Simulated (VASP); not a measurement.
# CuO (P4/nmm) in VASP: notebook

The runs below take CuO through single point, relaxation of cell and atoms, with PBE, r2SCAN+U, r2SCAN.

Program: VASP 6.6.1. These are calculated values, not measurements. Logs are shortened: lines on timing, memory, paths and dates and some standing lists are left out, and cuts for length are marked.

## Step 1: The cell of the first run

Symmetry: P4/nmm, No. 129, tetragonal system. Conventional cell: a = 3.154 Å, b = 3.154 Å, c = 4.618 Å, α = 90.00°, β = 90.00°, γ = 90.00°. Within 2.7 Å of Cu (site symmetry -4m2) lie 4 O at 2.00 Å and 4 Cu at 2.23 Å. O (site symmetry 4mm) has 4 Cu at 2.00 Å within 2.7 Å.

## Step 2: Single point, PBE

The input, INCAR:

```
SYSTEM = CuO
PREC = Accurate
ENCUT = 700
EDIFF = 1E-6
ISMEAR = -1
SIGMA = 0.05
LREAL = .False.
LASPH = .True.
NELM = 120
ALGO = Normal
ISIF = 2
LWAVE = .False.
LCHARG = .False.
GGA = PE
NBANDS = 33
GGA_COMPAT = .False.
```

The input, KPOINTS:

```
Automatic mesh
0
Gamma
  8 8 6
  0 0 0
```

The input, POSCAR:

```
CuO
1.0
    3.1541828075      0.0000000000      0.0000000000
    0.0000000000      3.1541828075      0.0000000000
    0.0000000000      0.0000000000      4.6183260179
Cu O
2 2
Direct
    0.0000000000      0.0000000000      0.0000000000
    0.5000000000      0.5000000000      0.0000000000
    0.5000000000      0.0000000000      0.2670000000
    0.0000000000      0.5000000000      0.7330000000
```

Potentials or basis: VASP PAW PBE potentials, release 64 (Cu_sv_GW, O).

Command:

```bash
$ cat potpaw_PBE.64/Cu_sv_GW/POTCAR potpaw_PBE.64/O/POTCAR > POTCAR
$ mpirun -np 1 vasp_std > vasp.out
```

OUTCAR:

```text
SYSTEM = CuO
   PREC = Accurate
   ENCUT = 700
   EDIFF = 1E-6
   ISMEAR = -1
   LREAL = .False.
   LASPH = .True.
   NELM = 120
   ISIF = 2
   GGA = PE

 ion  position               nearest neighbor table
   1  0.000  0.000  0.000-   3 2.00   4 2.00   4 2.00   3 2.00   2 2.23   2 2.23   2 2.23   2 2.23

   2  0.500  0.500  0.000-   3 2.00   4 2.00   3 2.00   4 2.00   1 2.23   1 2.23   1 2.23   1 2.23

   3  0.500  0.000  0.267-   1 2.00   2 2.00   2 2.00   1 2.00
   4  0.000  0.500  0.733-   1 2.00   2 2.00   1 2.00   2 2.00

  LATTYP: Found a simple tetragonal cell.
 ALAT       =     3.1541828075
 C/A-ratio  =     1.4641909806

  Lattice vectors:

 A1 = (   3.1541828075,   0.0000000000,   0.0000000000)
 A2 = (   0.0000000000,   3.1541828075,   0.0000000000)
 A3 = (   0.0000000000,   0.0000000000,   4.6183260179)

Analysis of symmetry for initial positions (statically):
=====================================================================
 Subroutine PRICEL returns:
 Original cell was already a primitive cell.

 Routine SETGRP: Setting up the symmetry group for a
 simple tetragonal supercell.

 Subroutine GETGRP returns: Found 16 space group operations
 (whereof  8 operations were pure point group operations)
 out of a pool of 16 trial point group operations.

The static configuration has the point symmetry D_2d.
 The point group associated with its full space group is D_4h.

Analysis of symmetry for dynamics (positions and initial velocities):
=====================================================================
 Subroutine PRICEL returns:
 Original cell was already a primitive cell.

 Routine SETGRP: Setting up the symmetry group for a
 simple tetragonal supercell.

 Subroutine GETGRP returns: Found 16 space group operations
 (whereof  8 operations were pure point group operations)
 out of a pool of 16 trial point group operations.

The dynamic configuration has the point symmetry D_2d.
 The point group associated with its full space group is D_4h.

 Subroutine INISYM returns: Found 16 space group operations
 (whereof  8 operations are pure point group operations),
 and found     1 'primitive' translations

----------------------------------------------------------------------------------------

                                     Primitive cell

  volume of cell :      45.9471

  direct lattice vectors                    reciprocal lattice vectors
     3.154182807  0.000000000  0.000000000     0.317039329  0.000000000  0.000000000
     0.000000000  3.154182807  0.000000000     0.000000000  0.317039329  0.000000000
     0.000000000  0.000000000  4.618326018     0.000000000  0.000000000  0.216528672

  length of vectors
     3.154182807  3.154182807  4.618326018     0.317039329  0.317039329  0.216528672

  position of ions in fractional coordinates (direct lattice)
     0.000000000  0.000000000  0.000000000
     0.500000000  0.500000000  0.000000000
     0.500000000  0.000000000  0.267000000
     0.000000000  0.500000000  0.733000000

  ion indices of the primitive-cell ions
   primitive index   ion index
                 1           1
                 2           2
                 3           3
                 4           4

----------------------------------------------------------------------------------------

 KPOINTS: Automatic mesh

Automatic generation of k-mesh.
 Grid dimensions read from file:
 generate k-points for:    8    8    6

 Generating k-lattice:

  Cartesian coordinates                     Fractional coordinates (reciprocal lattice)
     0.039629916  0.000000000  0.000000000     0.125000000  0.000000000  0.000000000
     0.000000000  0.039629916  0.000000000     0.000000000  0.125000000  0.000000000
     0.000000000  0.000000000  0.036088112     0.000000000  0.000000000  0.166666667

  Length of vectors
     0.039629916  0.039629916  0.036088112

  Shift w.r.t. Gamma in fractional coordinates (k-lattice)
     0.000000000  0.000000000  0.000000000

 Subroutine IBZKPT returns following result:
 ===========================================

 Found     60 irreducible k-points:

 Following reciprocal coordinates:
            Coordinates               Weight
  0.000000  0.000000  0.000000      1.000000
  0.125000  0.000000  0.000000      4.000000
  0.250000  0.000000  0.000000      4.000000
  0.375000  0.000000  0.000000      4.000000
  0.500000  0.000000  0.000000      2.000000
  0.125000  0.125000  0.000000      4.000000
[... 16 lines left out ...]
  0.375000  0.125000  0.166667     16.000000
  0.500000  0.125000  0.166667      8.000000
 [... further k-points ...]
   k-points           NKPTS =     60   k-points in BZ     NKDIM =     60   number of bands    NBANDS=     33
   number of dos      NEDOS =    301   number of ions     NIONS =      4
   total plane-waves  NPLWV =  31360
   dimension x,y,z NGX =    28 NGY =   28 NGZ =   40
   dimension x,y,z NGXF=    56 NGYF=   56 NGZF=   80
   ions per type =               2   2
   NGX,Y,Z   is equivalent  to a cutoff of  14.76, 14.76, 14.40 a.u.
   NGXF,Y,Z  is equivalent  to a cutoff of  29.52, 29.52, 28.80 a.u.
 SYSTEM =  CuO
   PREC   = accura    normal or accurate (medium, high low for compatibility)
   ISTART =      0    job   : 0-new  1-cont  2-samecut
   ICHARG =      2    charge: 1-file 2-atom 10-const
   ISPIN  =      1    spin polarized calculation?
   LNONCOLLINEAR =      F non collinear calculations
   LSORBIT =      F    spin-orbit coupling
   LASPH  =      T    aspherical Exc in radial PAW
   ENCUT  =  700.0 eV  51.45 Ry    7.17 a.u.   6.80  6.80  9.96*2*pi/ulx,y,z
   NELM   =    120;   NELMIN=  2; NELMDL= -5     # of ELM steps
   EDIFF  = 0.1E-05   stopping-criterion for ELM
   LREAL  =      F    real-space projection
   EDIFFG = 0.1E-04   stopping-criterion for IOM
   NSW    =      0    number of steps for IOM
   IBRION =     -1    ionic relax: 0-MD 1-quasi-New 2-CG
   NFREE  =      0    steps in history (QN), initial steepest desc. (CG)
   ISIF   =      2    stress and relaxation
   ISYM   =      2    0-nonsym 1-usesym 2-fastsym
   POTIM  = 0.5000    time-step for ionic-motion
   TEBEG  =    0.0;   TEEND  =   0.0 temperature during run
   PSTRESS=    0.0 pullay stress
   NELECT =      50.0000    total number of electrons
   NUPDOWN=      -1.0000    fix difference up-down
   EMIN   =  10.00;   EMAX   =-10.00  energy-range for DOS
   EFERMI =   0.00;   METHOD = LEGACY
   ISMEAR =    -1;   SIGMA  =   0.05  broadening in eV -4-tet -1-fermi 0-gaus
   EFERMI_NEDOS =   21; number of points for ismear=-14 and -15
   IALGO  =     38    algorithm
   IMIX   =      4    mixing-type and parameters
     AMIX     =   0.40;   BMIX     =  1.00
     AMIX_MAG =   1.60;   BMIX_MAG =  1.00
  volume/ion in A,a.u.               =      11.49        77.52
  Fermi-wavevector in a.u.,A,eV,Ry     =   1.683884  3.182079 38.578829  2.835464
  Thomas-Fermi vector in A             =   2.767005
   LORBIT       =      0    0 simple, 1 ext, 2 COOP (PROOUT), +10 PAW based schemes
   GGA     = PE    functional components
   LHFCALC =     F    Hartree Fock is set to
   AEXX    =    0.0000 exact exchange contribution
   IVDW    =     0    specifies the selected vdW correction
   LEPSILON=     F    determine dielectric tensor
   LRPA    =     F    only Hartree local field effects (RPA)
 non-spin polarized calculation
  energy-cutoff  :      700.00
  volume of cell :       45.95
 maximum number of plane-waves:      1964
 NGX is ok and might be reduce to    28
   NGX = 13   NGY = 13   NGZ = 19

 number of electron      49.9999984 magnetization

 Free energy of the ion-electron system (eV)
  ---------------------------------------------------
  ext. energy  EPLUGINS =         0.00000000
  ---------------------------------------------------
  free energy    TOTEN  =       -16.16381492 eV

  energy without entropy =      -16.10762094  energy(sigma->0) =      -16.13571793

 E-fermi :   3.3357     XC(G=0): -11.1664

 val. band max:        3.3275757762   @ k =   0.5000   0.0000   0.0000
 cond. band min:       3.3380038362   @ k =   0.3750   0.1250   0.0000
 fundamental gap:      0.0104280600
 Fermi energy:         3.3356804033

 k-point     1 :       0.0000    0.0000    0.0000
  band No.  band energies     occupation
      1    -109.2193      2.00000
      2    -109.1590      2.00000
      3     -66.7130      2.00000
      4     -66.7130      2.00000
      5     -66.6023      2.00000
      6     -66.5507      2.00000
[... 25 lines left out ...]
     32      15.7290      0.00000
     33      18.4505      0.00000

 k-point     2 :       0.1250    0.0000    0.0000
  band No.  band energies     occupation
      1    -109.2169      2.00000
      2    -109.1612      2.00000
      3     -66.7047      2.00000
      4     -66.7042      2.00000
      5     -66.6001      2.00000
      6     -66.5527      2.00000
[... 25 lines left out ...]
     32      16.5988      0.00000
     33      18.2541      0.00000

 k-point     3 :       0.2500    0.0000    0.0000
  band No.  band energies     occupation
      1    -109.2100      2.00000
      2    -109.1679      2.00000
      3     -66.6823      2.00000
      4     -66.6792      2.00000
      5     -66.5940      2.00000
      6     -66.5585      2.00000
[... 25 lines left out ...]
     32      17.2894      0.00000
     33      17.6159      0.00000

 k-point     4 :       0.3750    0.0000    0.0000
  band No.  band energies     occupation
      1    -109.2005      2.00000
      2    -109.1779      2.00000
      3     -66.6472      2.00000
      4     -66.6426      2.00000
      5     -66.5863      2.00000
      6     -66.5671      2.00000
[... 25 lines left out ...]
     32      16.6916      0.00000
     33      17.2996      0.00000

 k-point     5 :       0.5000    0.0000    0.0000
  band No.  band energies     occupation
      1    -109.1891      2.00000
      2    -109.1891      2.00000
      3     -66.6036      2.00000
      4     -66.6036      2.00000
      5     -66.5987      2.00000
      6     -66.5987      2.00000
[... 604 lines left out ...]
 k-point    22 :       0.2500    0.1250    0.1667
  band No.  band energies     occupation
      1    -109.2086      2.00000
      2    -109.1695      2.00000
      3     -66.7126      2.00000
      4     -66.6372      2.00000
      5     -66.5933      2.00000
      6     -66.5634      2.00000
[... 25 lines left out ...]
     32      16.6820      0.00000
     33      18.7966      0.00000

 k-point    23 :       0.3750    0.1250    0.1667
  band No.  band energies     occupation
      1    -109.1997      2.00000
      2    -109.1786      2.00000
      3     -66.6913      2.00000
      4     -66.6104      2.00000
      5     -66.5921      2.00000
      6     -66.5856      2.00000
[... 25 lines left out ...]
     32      16.8657      0.00000
     33      17.8748      0.00000

 k-point    24 :       0.5000    0.1250    0.1667
  band No.  band energies     occupation
      1    -109.1891      2.00000
      2    -109.1891      2.00000
      3     -66.6553      2.00000
      4     -66.6553      2.00000
      5     -66.5767      2.00000
      6     -66.5767      2.00000
[... 25 lines left out ...]
     32      16.5843      0.00000
     33      17.9829      0.00000

 [... further k-points ...]
[... 5 lines left out ...]
  --------------------------------------------------------------------------------------
  -------------------------------------------------------------------------------------
  Total        9.0897098      9.0897098     -2.4909341      0.0000000      0.0000000      0.0000000
  in kB      316.9584183    316.9584183    -86.8589385      0.0000000      0.0000000      0.0000000
  external PRESSURE =     182.3526327 kB  Pullay stress =       0.0000000 kB

 VOLUME and BASIS-vectors are now :
 -----------------------------------------------------------------------------
  energy-cutoff  :      700.00
  volume of cell :       45.95
      direct lattice vectors                 reciprocal lattice vectors
     3.154182807  0.000000000  0.000000000     0.317039329  0.000000000  0.000000000
     0.000000000  3.154182807  0.000000000     0.000000000  0.317039329  0.000000000
     0.000000000  0.000000000  4.618326018     0.000000000  0.000000000  0.216528672

 POSITION                                       TOTAL-FORCE (eV/Angst)
 -----------------------------------------------------------------------------------
      0.00000      0.00000      0.00000         0.000000      0.000000     -0.000000
      1.57709      1.57709      0.00000         0.000000     -0.000000     -0.000000
      1.57709      0.00000      1.23309         0.000000      0.000000     -0.619061
      0.00000      1.57709      3.38523        -0.000000      0.000000      0.619061
 -----------------------------------------------------------------------------------
    total drift:                                0.000000      0.000000     -0.000000

  FREE ENERGIE OF THE ION-ELECTRON SYSTEM (eV)
  ---------------------------------------------------
  free  energy   TOTEN  =       -16.1638149167 eV

  energy  without entropy=      -16.1076209423  energy(sigma->0) =      -16.13571793
```

Wall time 83 s (1 thread of AMD EPYC 9R45 (Zen 5), shared host); peak memory 0.25 GiB.

What came out:

```
Free energy            : -16.1638 eV
Pressure               : 18.2 GPa
Largest force          : 0.619 eV/Å
Band gap on the k mesh : zero (bands 25 and 26 overlap by 0.84 eV)
```

Forces on the atoms (eV/Å):
```
Cu   0.000  0.000  0.000
Cu   0.000  0.000  0.000
O    0.000  0.000 -0.619
O    0.000  0.000  0.619
```

Caveat: the stress differs along the axes, from -9 to 32 GPa; semilocal functionals often make such compounds metallic where correlation or magnetic order opens a gap, which also shifts bond lengths. With open d or f shells a metallic result of PBE can be an artefact of self-interaction; +U or a hybrid may open a gap.

(Continued in part 2 of 3.)

The gap in the log of VASP goes by the Fermi energy; the results here count the filled bands.